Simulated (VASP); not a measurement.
# GaN in VASP: a series of runs

The runs below take GaN through electric field gradients, with PBEsol.

Program: VASP 6.6.1. These are calculated values, not measurements. Logs are shortened: lines on timing, memory, paths and dates and some standing lists are left out, and cuts for length are marked.

### Step 1. The cell of the first run

The structure is trigonal, space group R-3m (No. 166). Conventional cell: a = 2.846 Å, b = 2.846 Å, c = 6.764 Å, α = 90.00°, β = 90.00°, γ = 120.00°. Ga (site symmetry -3m) has 6 N at 1.99 Å within 2.6 Å. N (site symmetry -3m) has 6 Ga at 1.99 Å within 2.6 Å.

### Step 2. Electric field gradients, PBEsol (equal xy, yz and zx shear strains of -2 %)

INCAR reads:

```
SYSTEM = GaN
PREC = Accurate ; ENCUT = 520
EDIFF = 1E-8 ; ISMEAR = -1
SIGMA = 0.02 ; LREAL = .False.
LASPH = .True. ; NELM = 80
ALGO = Normal ; ISIF = 2
LWAVE = .False. ; LCHARG = .False.
GGA = PS ; LEFG = .True.
NBANDS = 16
```

KPOINTS reads:

```
regular mesh
0
Gamma
  13 13 13
  0 0 0
```

POSCAR reads:

```
GaN
1.0
   -0.0398500000      1.9725750000      1.9725750000
    1.9725750000     -0.0398500000      1.9725750000
    1.9725750000      1.9725750000     -0.0398500000
Ga N
1 1
Direct
    0.5000000000      0.5000000000      0.5000000000
    0.0000000000      0.0000000000      0.0000000000
```

Potentials or basis: VASP PAW PBE potentials, release 64 (Ga_d, N).

Command:

```
$ cat potpaw_PBE.64/Ga_d/POTCAR potpaw_PBE.64/N/POTCAR > POTCAR
$ mpirun -np 1 vasp_std > vasp.out
```

OUTCAR:

```text
SYSTEM = GaN
   PREC = Accurate
   ENCUT = 520
   EDIFF = 1E-8
   ISMEAR = -1
   LREAL = .False.
   LASPH = .True.
   NELM = 80
   ISIF = 2
   GGA = PS

 ion  position               nearest neighbor table
   1  0.500  0.500  0.500-   2 1.99   2 1.99   2 1.99   2 1.99   2 1.99   2 1.99
   2  0.000  0.000  0.000-   1 1.99   1 1.99   1 1.99   1 1.99   1 1.99   1 1.99

  LATTYP: Found a trigonal (rhomboedric) cell.
 ALAT       =     2.7899269316
 COS(alpha) =     0.4797000918

  Lattice vectors:

 A1 = (  -0.0398500000,   1.9725750000,   1.9725750000)
 A2 = (   1.9725750000,  -0.0398500000,   1.9725750000)
 A3 = (   1.9725750000,   1.9725750000,  -0.0398500000)

Analysis of symmetry for initial positions (statically):
=====================================================================
 Subroutine PRICEL returns:
 Original cell was already a primitive cell.

 Routine SETGRP: Setting up the symmetry group for a
 trigonal (rhombohedral) supercell.

 Subroutine GETGRP returns: Found 12 space group operations
 (whereof 12 operations were pure point group operations)
 out of a pool of 12 trial point group operations.

The static configuration has the point symmetry D_3d.

Analysis of symmetry for dynamics (positions and initial velocities):
=====================================================================
 Subroutine PRICEL returns:
 Original cell was already a primitive cell.

 Routine SETGRP: Setting up the symmetry group for a
 trigonal (rhombohedral) supercell.

 Subroutine GETGRP returns: Found 12 space group operations
 (whereof 12 operations were pure point group operations)
 out of a pool of 12 trial point group operations.

The dynamic configuration has the point symmetry D_3d.

 Subroutine INISYM returns: Found 12 space group operations
 (whereof 12 operations are pure point group operations),
 and found     1 'primitive' translations

----------------------------------------------------------------------------------------

                                     Primitive cell

  volume of cell :      15.8159

  direct lattice vectors                    reciprocal lattice vectors
    -0.039850000  1.972575000  1.972575000    -0.245921194  0.250991734  0.250991734
     1.972575000 -0.039850000  1.972575000     0.250991734 -0.245921194  0.250991734
     1.972575000  1.972575000 -0.039850000     0.250991734  0.250991734 -0.245921194

  length of vectors
     2.789926932  2.789926932  2.789926932     0.431822805  0.431822805  0.431822805

  position of ions in fractional coordinates (direct lattice)
     0.500000000  0.500000000  0.500000000
     0.000000000  0.000000000  0.000000000

  ion indices of the primitive-cell ions
   primitive index   ion index
                 1           1
                 2           2

----------------------------------------------------------------------------------------

 KPOINTS: regular mesh

Automatic generation of k-mesh.
 Grid dimensions read from file:
 generate k-points for:   13   13   13

 Generating k-lattice:

  Cartesian coordinates                     Fractional coordinates (reciprocal lattice)
    -0.018917015  0.019307056  0.019307056     0.076923077  0.000000000  0.000000000
     0.019307056 -0.018917015  0.019307056     0.000000000  0.076923077  0.000000000
     0.019307056  0.019307056 -0.018917015     0.000000000  0.000000000  0.076923077

  Length of vectors
     0.033217139  0.033217139  0.033217139

  Shift w.r.t. Gamma in fractional coordinates (k-lattice)
     0.000000000  0.000000000  0.000000000

 Subroutine IBZKPT returns following result:
 ===========================================

 Found    231 irreducible k-points:

 Following reciprocal coordinates:
            Coordinates               Weight
  0.000000  0.000000  0.000000      1.000000
  0.076923  0.000000  0.000000      6.000000
  0.153846 -0.000000 -0.000000      6.000000
  0.230769 -0.000000 -0.000000      6.000000
  0.307692 -0.000000 -0.000000      6.000000
  0.384615  0.000000 -0.000000      6.000000
[... 16 lines left out ...]
  0.384615  0.153846 -0.000000     12.000000
  0.461538  0.153846 -0.000000     12.000000
 [... further k-points ...]
   k-points           NKPTS =    231   k-points in BZ     NKDIM =    231   number of bands    NBANDS=     16
   number of dos      NEDOS =    301   number of ions     NIONS =      2
   total plane-waves  NPLWV =  13824
   dimension x,y,z NGX =    24 NGY =   24 NGZ =   24
   dimension x,y,z NGXF=    48 NGYF=   48 NGZF=   48
   ions per type =               1   1
   NGX,Y,Z   is equivalent  to a cutoff of  14.30, 14.30, 14.30 a.u.
   NGXF,Y,Z  is equivalent  to a cutoff of  28.60, 28.60, 28.60 a.u.
 SYSTEM =  GaN
   PREC   = accura    normal or accurate (medium, high low for compatibility)
   ISTART =      0    job   : 0-new  1-cont  2-samecut
   ICHARG =      2    charge: 1-file 2-atom 10-const
   ISPIN  =      1    spin polarized calculation?
   LNONCOLLINEAR =      F non collinear calculations
   LSORBIT =      F    spin-orbit coupling
   LASPH  =      T    aspherical Exc in radial PAW
   ENCUT  =  520.0 eV  38.22 Ry    6.18 a.u.   5.19  5.19  5.19*2*pi/ulx,y,z
   NELM   =     80;   NELMIN=  2; NELMDL= -5     # of ELM steps
   EDIFF  = 0.1E-07   stopping-criterion for ELM
   LREAL  =      F    real-space projection
   EDIFFG = 0.1E-06   stopping-criterion for IOM
   NSW    =      0    number of steps for IOM
   IBRION =     -1    ionic relax: 0-MD 1-quasi-New 2-CG
   NFREE  =      0    steps in history (QN), initial steepest desc. (CG)
   ISIF   =      2    stress and relaxation
   ISYM   =      2    0-nonsym 1-usesym 2-fastsym
   POTIM  = 0.5000    time-step for ionic-motion
   TEBEG  =    0.0;   TEEND  =   0.0 temperature during run
   PSTRESS=    0.0 pullay stress
   NELECT =      18.0000    total number of electrons
   NUPDOWN=      -1.0000    fix difference up-down
   EMIN   =  10.00;   EMAX   =-10.00  energy-range for DOS
   EFERMI =   0.00;   METHOD = LEGACY
   ISMEAR =    -1;   SIGMA  =   0.02  broadening in eV -4-tet -1-fermi 0-gaus
   EFERMI_NEDOS =   21; number of points for ismear=-14 and -15
   IALGO  =     38    algorithm
   IMIX   =      4    mixing-type and parameters
     AMIX     =   0.40;   BMIX     =  1.00
     AMIX_MAG =   1.60;   BMIX_MAG =  1.00
  volume/ion in A,a.u.               =       7.91        53.37
  Fermi-wavevector in a.u.,A,eV,Ry     =   1.709232  3.229980 39.749076  2.921475
  Thomas-Fermi vector in A             =   2.787754
   LORBIT       =      0    0 simple, 1 ext, 2 COOP (PROOUT), +10 PAW based schemes
   GGA     = PS    functional components
   LHFCALC =     F    Hartree Fock is set to
   AEXX    =    0.0000 exact exchange contribution
   IVDW    =     0    specifies the selected vdW correction
   LEPSILON=     F    determine dielectric tensor
   LRPA    =     F    only Hartree local field effects (RPA)
 non-spin polarized calculation
  energy-cutoff  :      520.00
  volume of cell :       15.82
 maximum number of plane-waves:       438
 NGX is ok and might be reduce to    24
   NGX = 11   NGY = 11   NGZ = 11

 number of electron      18.0000001 magnetization

 Free energy of the ion-electron system (eV)
  ---------------------------------------------------
  ext. energy  EPLUGINS =         0.00000000
  ---------------------------------------------------
  free energy    TOTEN  =       -11.76455706 eV

  energy without entropy =      -11.76455706  energy(sigma->0) =      -11.76455706

 E-fermi :  10.8140     XC(G=0): -14.3310

 val. band max:       10.2832883651   @ k =  -0.2308   0.1538   0.0000
 cond. band min:      11.9922001081   @ k =   0.4615   0.4615   0.0000
 fundamental gap:      1.7089117430
 Fermi energy:        10.8139756875

 k-point     1 :       0.0000    0.0000    0.0000
  band No.  band energies     occupation
      1      -9.0867      2.00000
      2      -3.7882      2.00000
      3      -3.7882      2.00000
      4      -3.7536      2.00000
      5      -3.6132      2.00000
      6      -3.6132      2.00000
[... 8 lines left out ...]
     15      28.5463      0.00000
     16      28.5463      0.00000
[... 419 lines left out ...]
 k-point    24 :       0.4615    0.1538   -0.0000
  band No.  band energies     occupation
      1      -5.9352      2.00000
      2      -4.1116      2.00000
      3      -3.8991      2.00000
      4      -3.8169      2.00000
      5      -3.3894      2.00000
      6      -3.0962      2.00000
[... 8 lines left out ...]
     15      32.8792      0.00000
     16      36.5934      0.00000

 [... further k-points ...]

------------------------ aborting loop because EDIFF is reached ----------------------------------------

  FORCE on cell =-STRESS in cart. coord.  units (eV):
  Direction    XX          YY          ZZ          XY          YZ          ZX
  --------------------------------------------------------------------------------------
  -------------------------------------------------------------------------------------
  Total        5.8860314      5.8860314      5.8860314      0.5096723      0.5096723      0.5096723
  in kB      596.2650466    596.2650466    596.2650466     51.6306768     51.6306768     51.6306768
  external PRESSURE =     596.2650466 kB  Pullay stress =       0.0000000 kB

 VOLUME and BASIS-vectors are now :
 -----------------------------------------------------------------------------
  energy-cutoff  :      520.00
  volume of cell :       15.82
      direct lattice vectors                 reciprocal lattice vectors
    -0.039850000  1.972575000  1.972575000    -0.245921194  0.250991734  0.250991734
     1.972575000 -0.039850000  1.972575000     0.250991734 -0.245921194  0.250991734
     1.972575000  1.972575000 -0.039850000     0.250991734  0.250991734 -0.245921194

 POSITION                                       TOTAL-FORCE (eV/Angst)
 -----------------------------------------------------------------------------------
      1.95265      1.95265      1.95265        -0.000000      0.000000     -0.000000
      0.00000      0.00000      0.00000         0.000000     -0.000000      0.000000
 -----------------------------------------------------------------------------------
    total drift:                                0.000000     -0.000000      0.000000

  FREE ENERGIE OF THE ION-ELECTRON SYSTEM (eV)
  ---------------------------------------------------
  free  energy   TOTEN  =       -11.7645570597 eV

  energy  without entropy=      -11.7645570597  energy(sigma->0) =      -11.76455706

 Electric field gradients (V/A^2)
---------------------------------------------------------------------
 ion       V_xx      V_yy      V_zz      V_xy      V_xz      V_yz
---------------------------------------------------------------------
   1       0.000    -0.000    -0.000     2.138     2.138     2.138
   2       0.000    -0.000     0.000    -4.721    -4.721    -4.721
---------------------------------------------------------------------

 Electric field gradients after diagonalization (V/A^2)
 (convention: |V_zz| > |V_xx| > |V_yy|)
----------------------------------------------------------------------
 ion       V_xx      V_yy      V_zz     asymmetry (V_yy - V_xx)/ V_zz
----------------------------------------------------------------------
   1      -2.138    -2.138     4.276       0.000
   2       4.721     4.721    -9.442       0.000
----------------------------------------------------------------------

           NMR quadrupolar parameters

 Cq : quadrupolar parameter    Cq=e*Q*V_zz/h
 eta: asymmetry parameters     (V_yy - V_xx)/ V_zz
 Q  : nuclear electric quadrupole moment in mb (millibarn)
----------------------------------------------------------------------
 ion       Cq(MHz)       eta       Q (mb)
----------------------------------------------------------------------
   1       0.010       0.000       1.000
   2      -0.023       0.000       1.000
----------------------------------------------------------------------
```

It took 55 s on 1 thread of Intel Xeon Platinum 8259CL at 2.50GHz (Skylake/Cascade Lake), shared host; peak memory 0.19 GiB.

What came out:

```
Free energy            : -11.7646 eV
Pressure               : 59.6 GPa
Band gap on the k mesh : 1.71 eV, indirect (least direct gap 4.90 eV)
```

Stress tensor (GPa, compression positive):
```
59.63  5.16  5.16
 5.16 59.63  5.16
 5.16  5.16 59.63
```

Levels at points of the mesh, in eV from the valence-band top:
```
           k point  band 6  band 7  band 8  band 9  band 10  band 11  band 12  band 13
(0.00, 0.00, 0.00)  -13.90   -1.00   -1.00   -0.56     4.34    15.27    15.27    16.29
```

Electric field gradients, principal values (V/Å²):
```
atom   least  middle  greatest (by size)
1 Ga  -2.138  -2.138               4.276
 2 N   4.721   4.721              -9.442
```

Caveat: the cell differs from its parent crystal (equal xy, yz and zx shear strains of -2 %); without QUAD_EFG the Cq values of the log hold for a quadrupole moment of 1 mb, not for the nuclei; the PAW data sets were made with another functional, which shifts forces and pressure a little. A k mesh can miss the band edges.

### Step 3. Electric field gradients, PBEsol (equal xy, yz and zx shear strains of +1 %)

INCAR reads:

```
SYSTEM = GaN
  ALGO = Normal
  EDIFF = 1E-8
  ENCUT = 520
  GGA = PS
  ISIF = 2
  ISMEAR = -1
  LASPH = .TRUE.
  LCHARG = .FALSE.
  LEFG = .TRUE.
  LREAL = .FALSE.
  LWAVE = .FALSE.
  NBANDS = 16
  NELM = 60
  PREC = Accurate
  SIGMA = 0.02
```

KPOINTS reads:

```
k-points
0
G
  13 13 13
  0 0 0
```

POSCAR reads:

```
GaN
1.0
    0.0199250000      2.0024625000      2.0024625000
    2.0024625000      0.0199250000      2.0024625000
    2.0024625000      2.0024625000      0.0199250000
Ga N
1 1
Direct
    0.5000000000      0.5000000000      0.5000000000
    0.0000000000      0.0000000000      0.0000000000
```

Potentials or basis: VASP PAW PBE potentials, release 64 (Ga_d, N).

Command:

```
$ cat potpaw_PBE.64/Ga_d/POTCAR potpaw_PBE.64/N/POTCAR > POTCAR
$ mpirun -np 1 vasp_std > vasp.out
```

OUTCAR:

```text
SYSTEM = GaN
   EDIFF = 1E-8
   ENCUT = 520
   GGA = PS
   ISIF = 2
   ISMEAR = -1
   LASPH = .TRUE.
   LREAL = .FALSE.
   NELM = 60
   PREC = Accurate

 ion  position               nearest neighbor table
   1  0.500  0.500  0.500-   2 1.99   2 1.99   2 1.99   2 1.99   2 1.99   2 1.99
   2  0.000  0.000  0.000-   1 1.99   1 1.99   1 1.99   1 1.99   1 1.99   1 1.99

  LATTYP: Found a trigonal (rhomboedric) cell.
 ALAT       =     2.8319797198
 COS(alpha) =     0.5099250056

  Lattice vectors:

 A1 = (   0.0199250000,   2.0024625000,   2.0024625000)
[... 670 lines left out ...]
  free  energy   TOTEN  =       -11.7774705356 eV

  energy  without entropy=      -11.7774705356  energy(sigma->0) =      -11.77747054

 Electric field gradients (V/A^2)
---------------------------------------------------------------------
 ion       V_xx      V_yy      V_zz      V_xy      V_xz      V_yz
---------------------------------------------------------------------
   1      -0.000     0.000     0.000    -1.048    -1.048    -1.048
   2       0.000     0.000     0.000     2.421     2.421     2.421
---------------------------------------------------------------------

 Electric field gradients after diagonalization (V/A^2)
 (convention: |V_zz| > |V_xx| > |V_yy|)
----------------------------------------------------------------------
 ion       V_xx      V_yy      V_zz     asymmetry (V_yy - V_xx)/ V_zz
----------------------------------------------------------------------
   1       1.048     1.048    -2.095       0.000
   2      -2.421    -2.421     4.842       0.000
----------------------------------------------------------------------

           NMR quadrupolar parameters

 Cq : quadrupolar parameter    Cq=e*Q*V_zz/h
 eta: asymmetry parameters     (V_yy - V_xx)/ V_zz
 Q  : nuclear electric quadrupole moment in mb (millibarn)
----------------------------------------------------------------------
 ion       Cq(MHz)       eta       Q (mb)
----------------------------------------------------------------------
   1      -0.005       0.000       1.000
   2       0.012       0.000       1.000
----------------------------------------------------------------------
```

OSZICAR:

```text
N       E                     dE             d eps       ncg     rms          rms(c)
DAV:   1     0.734573797682E+02    0.73457E+02   -0.88613E+03  8232   0.225E+03
DAV:   2    -0.957977954243E+01   -0.83037E+02   -0.77475E+02  8584   0.327E+02
DAV:   3    -0.136415418732E+02   -0.40618E+01   -0.40484E+01  8440   0.623E+01
DAV:   4    -0.136745207286E+02   -0.32979E-01   -0.32975E-01  9088   0.575E+00
DAV:   5    -0.136748297027E+02   -0.30897E-03   -0.30897E-03  8856   0.523E-01    0.751E+00
DAV:   6    -0.118393503098E+02    0.18355E+01   -0.35563E+00 11032   0.471E+01    0.252E+00
DAV:   7    -0.118022404711E+02    0.37110E-01   -0.28315E-01  8584   0.505E+00    0.162E+00
DAV:   8    -0.117790812268E+02    0.23159E-01   -0.22797E-02 10120   0.255E+00    0.358E-01
DAV:   9    -0.117775382537E+02    0.15430E-02   -0.53134E-03 10016   0.235E+00    0.761E-02
DAV:  10    -0.117774706697E+02    0.67584E-04   -0.32195E-04  8296   0.228E-01    0.223E-02
DAV:  11    -0.117774699237E+02    0.74599E-06   -0.36979E-05  9952   0.861E-02    0.164E-02
DAV:  12    -0.117774705199E+02   -0.59624E-06   -0.98830E-07  8064   0.100E-02    0.471E-03
DAV:  13    -0.117774705300E+02   -0.10080E-07   -0.19463E-08  8792   0.251E-03    0.229E-03
DAV:  14    -0.117774705356E+02   -0.56170E-08   -0.13521E-08  6360   0.962E-04
   1 F= -.11777471E+02 E0= -.11777471E+02  d E =-.251984E-12
```

stdout:

```text
POSCAR found type information on POSCAR GaN
 POSCAR found :  2 types and       2 ions
 scaLAPACK will be used
 -----------------------------------------------------------------------------
|                                                                             |
|                                                                             |
|     You enforced a specific xc type in the INCAR file but a different       |
|     I HOPE YOU KNOW WHAT YOU ARE DOING!                                     |
|                                                                             |
 -----------------------------------------------------------------------------

 LDA part: xc-table for (Slater+PW92), standard interpolation
 POSCAR, INCAR and KPOINTS ok, starting setup
 FFT: planning ... GRIDC
 FFT: planning ... GRID_SOFT
 FFT: planning ... GRID
 WAVECAR not read
 entering main loop
ion   1

ion   2
```

Run time: 62 s. Hardware: 1 thread of Intel Xeon Platinum 8259CL at 2.50GHz (Skylake/Cascade Lake), shared host; peak memory 0.18 GiB.

What came out:

```
Free energy            : -11.7775 eV
Pressure               : 59.5 GPa
Band gap on the k mesh : 1.76 eV, indirect (least direct gap 5.13 eV)
```

Electric field gradients, principal values (V/Å²):
| atom | least | middle | greatest (by size) |
| --- | --- | --- | --- |
| 1 Ga | 1.048 | 1.048 | -2.095 |
| 2 N | -2.421 | -2.421 | 4.842 |

Caveat: the cell differs from its parent crystal (equal xy, yz and zx shear strains of +1 %); without QUAD_EFG the Cq values of the log hold for a quadrupole moment of 1 mb, not for the nuclei; the PAW data sets were made with another functional, which shifts forces and pressure a little. A k mesh can miss the band edges.

(Continued in part 2 of 2.)
